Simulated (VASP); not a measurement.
YN: single point with PBE

Crystal: YN.

```
Y N
1.0
     0.00000    2.46265    2.46265
     2.46265    0.00000    2.46265
     2.46265    2.46265    0.00000
Y N
1 1
Direct
  0.00000 0.00000 0.00000
  0.50000 0.50000 0.50000
```

```json
{
  "Program": "VASP 6.6.1",
  "Task": "single point",
  "Functional": "PBE",
  "Potentials or basis": "VASP PAW PBE potentials, release 64 (Y_sv, N)",
  "Cutoff": "600 eV",
  "k mesh": "9 × 9 × 9",
  "Occupations": "fermi-dirac, width 0.03 eV",
  "Spin": "no spin polarisation",
  "Dipole correction": "no",
  "Further INCAR settings": "ALGO = Normal; EDIFF = 1e-06; NBANDS = 15"
}
```

- Pressure: -2.0 GPa
- Band gap on the k mesh: 0.28 eV (least direct gap 0.71 eV)

Levels at points of the mesh, in eV from the valence-band top:
```csv
k point,band 4,band 5,band 6,band 7,band 8,band 9,band 10,band 11,band 12,band 13
"(0.00, 0.00, 0.00)",-20.59,-12.86,0.00,0.00,0.00,3.10,3.10,3.10,3.95,5.03
```

It took 23 s on 1 thread of Intel(R) Xeon(R) Platinum 8488C (Sapphire Rapids), on a shared host, peak memory 0.18 GiB.

Caveat: an odd mesh through Γ misses points on the zone boundary, where band edges can lie.
